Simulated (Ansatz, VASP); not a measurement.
In2C in VASP and in Ansatz

```
In C
1.0
     0.00000    3.09886    3.09886
     3.09886    0.00000    3.09886
     3.09886    3.09886    0.00000
In C
2 1
Direct
  0.25000 0.25000 0.25000
  0.75000 0.75000 0.75000
  0.00000 0.00000 0.00000
```

Change from the starting cell: species swapped into the Al2Pt type (Fm-3m, No. 225).

Alike in both runs: task relaxation of cell and atoms; functional PBE; k mesh 14 × 14 × 14; occupations gaussian, width 0.1 eV; no spin polarisation.

|  | VASP | Ansatz |
| --- | --- | --- |
| version | VASP 6.6.1 | Ansatz 0.2.0 |
| potentials or method | VASP PAW PBE potentials, release 64 (In_d, C), cutoff 600 eV | scalar-relativistic, plane waves, PAW |
| valence electrons in the cell | 30 | 30 |

|  | VASP | Ansatz | Ansatz less VASP |
| --- | --- | --- | --- |
| gap on the k mesh at the Fermi level, each at its own relaxed structure (eV) | none | none | - |
| relaxed volume (Å³/atom) | 19.73 | 19.71 | -0.012 |
| relaxed length of the cell vector where the two differ most in proportion (Å) | 4.374 | 4.373 | -0.0009 |

A gap of «none» marks a metal or a gap that the smearing closes.
